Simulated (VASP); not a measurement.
# Ti (Pm-3m) in VASP: a series of runs

The runs below take Ti through single point, with PBEsol.

Program: VASP 6.6.1. These are calculated values, not measurements. Logs are shortened: lines on timing, memory, paths and dates and some standing lists are left out, and cuts for length are marked.

### 1 The cell of the first run

The structure is cubic, space group Pm-3m (No. 221). Conventional cell: a = 2.600 Å, b = 2.600 Å, c = 2.600 Å, α = 90.00°, β = 90.00°, γ = 90.00°. Within 3.4 Å of Ti (site symmetry m-3m) lie 6 Ti at 2.60 Å.

### 2 Single point, PBEsol

The input, INCAR:

```
PREC = Accurate
ENCUT = 520
EDIFF = 1E-7
ISMEAR = -1
SIGMA = 0.1
LREAL = False
LASPH = True
NELM = 60
ALGO = Normal
ISIF = 2
LWAVE = False
LCHARG = False
GGA = PS
NBANDS = 12
```

The input, KPOINTS:

```
regular mesh
0
Gamma
  12 12 12
```

The input, POSCAR:

```
Ti
1.0
    2.5997164306      0.0000000000      0.0000000000
    0.0000000000      2.5997164306      0.0000000000
    0.0000000000      0.0000000000      2.5997164306
Ti
1
Direct
    0.0000000000      0.0000000000      0.0000000000
```

Potentials or basis: VASP PAW PBE potentials, release 64 (Ti_sv).

Run with:

```sh
$ cat potpaw_PBE.64/Ti_sv/POTCAR > POTCAR
$ mpirun -np 1 vasp_std > vasp.out
```

OUTCAR:

```text
PREC = Accurate
   ENCUT = 520
   EDIFF = 1E-7
   ISMEAR = -1
   LREAL = False
   LASPH = True
   NELM = 60
   ISIF = 2
   GGA = PS

 ion  position               nearest neighbor table
   1  0.000  0.000  0.000-

  LATTYP: Found a simple cubic cell.
 ALAT       =     2.5997164306

  Lattice vectors:

 A1 = (   2.5997164306,   0.0000000000,   0.0000000000)
 A2 = (   0.0000000000,   2.5997164306,   0.0000000000)
 A3 = (   0.0000000000,   0.0000000000,   2.5997164306)

Analysis of symmetry for initial positions (statically):
=====================================================================
 Subroutine PRICEL returns:
 Original cell was already a primitive cell.

 Routine SETGRP: Setting up the symmetry group for a
 simple cubic supercell.

 Subroutine GETGRP returns: Found 48 space group operations
 (whereof 48 operations were pure point group operations)
 out of a pool of 48 trial point group operations.

The static configuration has the point symmetry O_h .

Analysis of symmetry for dynamics (positions and initial velocities):
=====================================================================
 Subroutine PRICEL returns:
 Original cell was already a primitive cell.

 Routine SETGRP: Setting up the symmetry group for a
 simple cubic supercell.

 Subroutine GETGRP returns: Found 48 space group operations
 (whereof 48 operations were pure point group operations)
 out of a pool of 48 trial point group operations.

The dynamic configuration has the point symmetry O_h .

 Subroutine INISYM returns: Found 48 space group operations
 (whereof 48 operations are pure point group operations),
 and found     1 'primitive' translations

----------------------------------------------------------------------------------------

                                     Primitive cell

  volume of cell :      17.5702

  direct lattice vectors                    reciprocal lattice vectors
     2.599716431  0.000000000  0.000000000     0.384657337  0.000000000  0.000000000
     0.000000000  2.599716431  0.000000000     0.000000000  0.384657337  0.000000000
     0.000000000  0.000000000  2.599716431     0.000000000  0.000000000  0.384657337

  length of vectors
     2.599716431  2.599716431  2.599716431     0.384657337  0.384657337  0.384657337

  position of ions in fractional coordinates (direct lattice)
     0.000000000  0.000000000  0.000000000

  ion indices of the primitive-cell ions
   primitive index   ion index
                 1           1

----------------------------------------------------------------------------------------

 KPOINTS: regular mesh

Automatic generation of k-mesh.
 Grid dimensions read from file:
 generate k-points for:   12   12   12

 Generating k-lattice:

  Cartesian coordinates                     Fractional coordinates (reciprocal lattice)
     0.032054778  0.000000000  0.000000000     0.083333333  0.000000000  0.000000000
     0.000000000  0.032054778  0.000000000     0.000000000  0.083333333  0.000000000
     0.000000000  0.000000000  0.032054778     0.000000000  0.000000000  0.083333333

  Length of vectors
     0.032054778  0.032054778  0.032054778

  Shift w.r.t. Gamma in fractional coordinates (k-lattice)
     0.000000000  0.000000000  0.000000000

 Subroutine IBZKPT returns following result:
 ===========================================

 Found     84 irreducible k-points:

 Following reciprocal coordinates:
            Coordinates               Weight
  0.000000  0.000000  0.000000      1.000000
  0.083333  0.000000  0.000000      6.000000
  0.166667  0.000000  0.000000      6.000000
  0.250000  0.000000  0.000000      6.000000
  0.333333  0.000000  0.000000      6.000000
  0.416667  0.000000  0.000000      6.000000
[... 16 lines left out ...]
  0.333333  0.333333  0.000000     12.000000
  0.416667  0.333333  0.000000     24.000000
 [... further k-points ...]
   k-points           NKPTS =     84   k-points in BZ     NKDIM =     84   number of bands    NBANDS=     12
   number of dos      NEDOS =    301   number of ions     NIONS =      1
   total plane-waves  NPLWV =   8000
   dimension x,y,z NGX =    20 NGY =   20 NGZ =   20
   dimension x,y,z NGXF=    40 NGYF=   40 NGZF=   40
   ions per type =               1
   NGX,Y,Z   is equivalent  to a cutoff of  12.79, 12.79, 12.79 a.u.
   NGXF,Y,Z  is equivalent  to a cutoff of  25.58, 25.58, 25.58 a.u.
 SYSTEM =  unknown system
   PREC   = accura    normal or accurate (medium, high low for compatibility)
   ISTART =      0    job   : 0-new  1-cont  2-samecut
   ICHARG =      2    charge: 1-file 2-atom 10-const
   ISPIN  =      1    spin polarized calculation?
   LNONCOLLINEAR =      F non collinear calculations
   LSORBIT =      F    spin-orbit coupling
   LASPH  =      T    aspherical Exc in radial PAW
   ENCUT  =  520.0 eV  38.22 Ry    6.18 a.u.   4.83  4.83  4.83*2*pi/ulx,y,z
   NELM   =     60;   NELMIN=  2; NELMDL= -5     # of ELM steps
   EDIFF  = 0.1E-06   stopping-criterion for ELM
   LREAL  =      F    real-space projection
   EDIFFG = 0.1E-05   stopping-criterion for IOM
   NSW    =      0    number of steps for IOM
   IBRION =     -1    ionic relax: 0-MD 1-quasi-New 2-CG
   NFREE  =      0    steps in history (QN), initial steepest desc. (CG)
   ISIF   =      2    stress and relaxation
   ISYM   =      2    0-nonsym 1-usesym 2-fastsym
   POTIM  = 0.5000    time-step for ionic-motion
   TEBEG  =    0.0;   TEEND  =   0.0 temperature during run
   PSTRESS=    0.0 pullay stress
   NELECT =      12.0000    total number of electrons
   NUPDOWN=      -1.0000    fix difference up-down
   EMIN   =  10.00;   EMAX   =-10.00  energy-range for DOS
   EFERMI =   0.00;   METHOD = LEGACY
   ISMEAR =    -1;   SIGMA  =   0.10  broadening in eV -4-tet -1-fermi 0-gaus
   EFERMI_NEDOS =   21; number of points for ismear=-14 and -15
   IALGO  =     38    algorithm
   IMIX   =      4    mixing-type and parameters
     AMIX     =   0.40;   BMIX     =  1.00
     AMIX_MAG =   1.60;   BMIX_MAG =  1.00
  volume/ion in A,a.u.               =      17.57       118.57
  Fermi-wavevector in a.u.,A,eV,Ry     =   1.441703  2.724424 28.279829  2.078509
  Thomas-Fermi vector in A             =   2.560306
   LORBIT       =      0    0 simple, 1 ext, 2 COOP (PROOUT), +10 PAW based schemes
   GGA     = PS    functional components
   LHFCALC =     F    Hartree Fock is set to
   AEXX    =    0.0000 exact exchange contribution
   IVDW    =     0    specifies the selected vdW correction
   LEPSILON=     F    determine dielectric tensor
   LRPA    =     F    only Hartree local field effects (RPA)
 non-spin polarized calculation
  energy-cutoff  :      520.00
  volume of cell :       17.57
 maximum number of plane-waves:       487
 NGX is ok and might be reduce to    20
   NGX =  9   NGY =  9   NGZ =  9

 number of electron      11.9999997 magnetization

 Free energy of the ion-electron system (eV)
  ---------------------------------------------------
  ext. energy  EPLUGINS =         0.00000000
  ---------------------------------------------------
  free energy    TOTEN  =        -7.53052158 eV

  energy without entropy =       -7.45524471  energy(sigma->0) =       -7.49288314

 E-fermi :   7.8904     XC(G=0): -11.4804

 val. band max:        7.8656206796   @ k =   0.5000   0.3333   0.2500
 cond. band min:       7.8927419054   @ k =   0.3333   0.0000   0.0000
 fundamental gap:      0.0271212257
 Fermi energy:         7.8903635281

 k-point     1 :       0.0000    0.0000    0.0000
  band No.  band energies     occupation
      1     -48.4224      2.00000
      2     -24.2333      2.00000
      3     -24.2333      2.00000
      4     -24.2333      2.00000
      5       2.0646      2.00000
      6       6.4968      2.00000
      7       6.4968      2.00000
      8      11.9849      0.00000
      9      11.9849      0.00000
     10      11.9849      0.00000
     11      24.0269      0.00000
     12      24.0269      0.00000

 k-point     2 :       0.0833    0.0000    0.0000
  band No.  band energies     occupation
      1     -48.4125      2.00000
      2     -24.3034      2.00000
      3     -24.2273      2.00000
      4     -24.2273      2.00000
      5       2.2518      2.00000
      6       6.5433      2.00000
      7       6.6363      1.99999
      8      11.8232      0.00000
      9      11.8232      0.00000
     10      11.9969      0.00000
     11      22.7046      0.00000
     12      24.3286      0.00000

 k-point     3 :       0.1667    0.0000    0.0000
  band No.  band energies     occupation
      1     -48.3854      2.00000
      2     -24.4924      2.00000
      3     -24.2110      2.00000
      4     -24.2110      2.00000
      5       2.7837      2.00000
      6       6.6732      1.99999
      7       7.0185      1.99967
      8      11.4088      0.00000
      9      11.4088      0.00000
     10      12.0297      0.00000
     11      20.4415      0.00000
     12      25.1654      0.00000
[... 286 lines left out ...]
 k-point    23 :       0.3333    0.3333    0.0000
  band No.  band energies     occupation
      1     -48.2026      2.00000
      2     -24.8995      2.00000
      3     -24.8744      2.00000
      4     -24.1020      2.00000
      5       5.5633      2.00000
      6       7.2701      1.99596
      7       9.8925      0.00000
      8      10.5888      0.00000
      9      10.6509      0.00000
     10      10.8038      0.00000
     11      16.9525      0.00000
     12      20.4977      0.00000

 k-point    24 :       0.4167    0.3333    0.0000
  band No.  band energies     occupation
      1     -48.1759      2.00000
      2     -25.0557      2.00000
      3     -24.8611      2.00000
      4     -24.0863      2.00000
      5       5.5410      2.00000
      6       7.3819      1.98770
      7      10.2534      0.00000
      8      10.4275      0.00000
      9      10.8074      0.00000
     10      11.6592      0.00000
     11      15.7607      0.00000
     12      20.8375      0.00000

 [... further k-points ...]

------------------------ aborting loop because EDIFF is reached ----------------------------------------

  FORCE on cell =-STRESS in cart. coord.  units (eV):
  Direction    XX          YY          ZZ          XY          YZ          ZX
  --------------------------------------------------------------------------------------
  -------------------------------------------------------------------------------------
  Total       -0.0137107     -0.0137107     -0.0137107      0.0000000     -0.0000000      0.0000000
  in kB       -1.2502336     -1.2502336     -1.2502336      0.0000000     -0.0000000      0.0000000
  external PRESSURE =      -1.2502336 kB  Pullay stress =       0.0000000 kB

 VOLUME and BASIS-vectors are now :
 -----------------------------------------------------------------------------
  energy-cutoff  :      520.00
  volume of cell :       17.57
      direct lattice vectors                 reciprocal lattice vectors
     2.599716431  0.000000000  0.000000000     0.384657337  0.000000000  0.000000000
     0.000000000  2.599716431  0.000000000     0.000000000  0.384657337  0.000000000
     0.000000000  0.000000000  2.599716431     0.000000000  0.000000000  0.384657337

 POSITION                                       TOTAL-FORCE (eV/Angst)
 -----------------------------------------------------------------------------------
      0.00000      0.00000      0.00000         0.000000      0.000000      0.000000
 -----------------------------------------------------------------------------------
    total drift:                               -0.000000      0.000000     -0.000000

  FREE ENERGIE OF THE ION-ELECTRON SYSTEM (eV)
  ---------------------------------------------------
  free  energy   TOTEN  =        -7.5305215774 eV

  energy  without entropy=       -7.4552447088  energy(sigma->0) =       -7.49288314
```

Run time: 21 s. Hardware: 1 thread of AMD EPYC 7R13, shared host; peak memory 0.1 GiB.

What came out:

* Free energy: -7.5305 eV
* Pressure: -0.1 GPa
* Band gap on the k mesh: zero (band 6 reaches 8.84 eV, above the bottom of band 7 at 6.50 eV)

Levels at points of the mesh, in eV from the Fermi level:
```tsv
k point	band 4	band 5	band 6	band 7	band 8	band 9
(0.00, 0.00, 0.00)	-32.12	-5.83	-1.39	-1.39	4.09	4.09
(0.50, 0.00, 0.00)	-32.03	-1.89	-0.64	-0.17	2.11	2.11
(0.50, 0.50, 0.00)	-31.95	-2.89	-0.12	2.55	2.55	5.31
(0.50, 0.50, 0.50)	-32.83	-1.31	-1.31	-1.31	5.42	5.42
```

Caveat: the PAW data sets were made with another functional, which shifts forces and pressure a little.

### 3 Single point, PBEsol (volume scaled by 0.88)

Edit INCAR of step 2 so:

```diff
@@ -7,3 +7,3 @@
 LASPH = True
-NELM = 60
+NELM = 100
 ALGO = Normal
```

The input, KPOINTS:

```
Automatic mesh
0
Gamma
  14 14 14
```

The input, POSCAR:

```
Ti
1.0
    2.4912665857      0.0000000000      0.0000000000
    0.0000000000      2.4912665857      0.0000000000
    0.0000000000      0.0000000000      2.4912665857
Ti
1
Direct
    0.0000000000      0.0000000000      0.0000000000
```

Potentials or basis: VASP PAW PBE potentials, release 64 (Ti_sv).

Run with:

```sh
$ cat potpaw_PBE.64/Ti_sv/POTCAR > POTCAR
$ mpirun -np 1 vasp_std > vasp.out
```

Run time: 31 s. Hardware: 1 thread of AMD EPYC 7R13, shared host; peak memory 0.11 GiB.

It converged, with:

```
Free energy            : -7.4606 eV
Pressure               : 12.9 GPa
Band gap on the k mesh : zero (band 6 reaches 10.15 eV, above the bottom of band 7 at 7.59 eV)
```

Levels at points of the mesh, in eV from the Fermi level:
| k point | band 4 | band 5 | band 6 | band 7 | band 8 | band 9 |
| --- | --- | --- | --- | --- | --- | --- |
| (0.00, 0.00, 0.00) | -31.76 | -6.05 | -1.69 | -1.69 | 4.73 | 4.73 |
| (0.50, 0.00, 0.00) | -31.63 | -1.85 | -0.80 | 0.06 | 2.35 | 2.35 |
| (0.50, 0.50, 0.00) | -31.51 | -3.50 | -0.06 | 2.89 | 2.89 | 6.18 |
| (0.50, 0.50, 0.50) | -32.75 | -1.66 | -1.66 | -1.66 | 6.31 | 6.31 |

Caveat: the PAW data sets were made with another functional, which shifts forces and pressure a little.

### 4 Single point, PBEsol (volume scaled by 0.92)

The input, INCAR:

```
PREC = Accurate ; ENCUT = 520
EDIFF = 1E-6 ; ISMEAR = -1
SIGMA = 0.1 ; LREAL = False
LASPH = True ; NELM = 80
ALGO = Normal ; ISIF = 2
LWAVE = False ; LCHARG = False
GGA = PS ; NBANDS = 12
```

The input, KPOINTS:

```
regular mesh
0
Gamma
  14 14 14
```

The input, POSCAR:

```
Ti
1.0
    2.5284551518      0.0000000000      0.0000000000
    0.0000000000      2.5284551518      0.0000000000
    0.0000000000      0.0000000000      2.5284551518
Ti
1
Direct
    0.0000000000      0.0000000000      0.0000000000
```

Run with:

```sh
$ cat potpaw_PBE.64/Ti_sv/POTCAR > POTCAR
$ mpirun -np 1 vasp_std > vasp.out
```

It took 35 s on 1 thread of AMD EPYC 7R13, shared host; peak memory 0.11 GiB.

Results (log left out):

* Free energy: -7.5057 eV
* Pressure: 7.7 GPa
* Band gap on the k mesh: zero (band 6 reaches 9.58 eV, above the bottom of band 7 at 7.20 eV)

Levels at points of the mesh, in eV from the Fermi level:
```
           k point  band 2  band 3  band 4  band 5  band 6  band 7  band 8  band 9  band 10  band 11
(0.00, 0.00, 0.00)  -31.88  -31.88  -31.88   -5.97   -1.57   -1.57    4.51    4.51     4.51    17.11
(0.50, 0.00, 0.00)  -33.14  -31.76  -31.76   -1.86   -0.72   -0.03    2.27    2.27     4.72     8.46
(0.50, 0.50, 0.00)  -32.94  -32.94  -31.66   -3.27   -0.08    2.78    2.78    5.88     6.00     6.00
(0.50, 0.50, 0.50)  -32.76  -32.76  -32.76   -1.52   -1.52   -1.52    6.00    6.00     9.23    13.11
```

Caveat: the PAW data sets were made with another functional, which shifts forces and pressure a little.

### 5 Single point, PBEsol (volume scaled by 0.96)

The input, INCAR:

```
PREC = Accurate
ENCUT = 520
EDIFF = 1E-7
ISMEAR = -1
SIGMA = 0.1
LREAL = False
LASPH = True
NELM = 80
ALGO = Normal
ISIF = 2
LWAVE = False
LCHARG = True
GGA = PS
LELF = True
LVHAR = True
NBANDS = 12
```

KPOINTS is that of step 4.

The input, POSCAR:

```
Ti
1.0
    2.5645808204      0.0000000000      0.0000000000
    0.0000000000      2.5645808204      0.0000000000
    0.0000000000      0.0000000000      2.5645808204
Ti
1
Direct
    0.0000000000      0.0000000000      0.0000000000
```

Run with:

```sh
$ cat potpaw_PBE.64/Ti_sv/POTCAR > POTCAR
$ mpirun -np 1 vasp_std > vasp.out
```

Run time: 42 s. Hardware: 1 thread of AMD EPYC 7R13, shared host; peak memory 0.11 GiB.

It converged, with:

* Free energy: -7.5296 eV
* Pressure: 3.3 GPa
* Band gap on the k mesh: zero (band 6 reaches 9.05 eV, above the bottom of band 7 at 6.84 eV)

Levels at points of the mesh, in eV from the Fermi level:
| k point | band 3 | band 4 | band 5 | band 6 | band 7 | band 8 | band 9 | band 10 |
| --- | --- | --- | --- | --- | --- | --- | --- | --- |
| (0.00, 0.00, 0.00) | -31.99 | -31.99 | -5.89 | -1.46 | -1.46 | 4.31 | 4.31 | 4.31 |
| (0.50, 0.00, 0.00) | -31.89 | -31.89 | -1.87 | -0.66 | -0.09 | 2.20 | 2.20 | 4.50 |
| (0.50, 0.50, 0.00) | -32.94 | -31.79 | -3.06 | -0.09 | 2.68 | 2.68 | 5.60 | 5.71 |
| (0.50, 0.50, 0.50) | -32.78 | -32.78 | -1.39 | -1.39 | -1.39 | 5.72 | 5.72 | 9.18 |

Caveat: the PAW data sets were made with another functional, which shifts forces and pressure a little.

### 6 Summary

```tsv
cell	k mesh	gap on the mesh (eV)	pressure (GPa)
a = 2.600 Å, 1 atom	12 × 12 × 12	none	-0.1
a = 2.491 Å, 1 atom	14 × 14 × 14	none	12.9
a = 2.528 Å, 1 atom	14 × 14 × 14	none	7.7
a = 2.565 Å, 1 atom	14 × 14 × 14	none	3.3
```

Alike in all rows: task single point; level PBEsol; potentials or basis VASP PAW PBE potentials, release 64 (Ti_sv); no spin polarisation; cutoff (eV) 520; smearing fermi-dirac 0.1 eV.

Caveats: the PAW data sets were made with another functional, which shifts forces and pressure a little.

Total energies depend on the potentials used, so only differences within one code and one set of settings carry meaning.
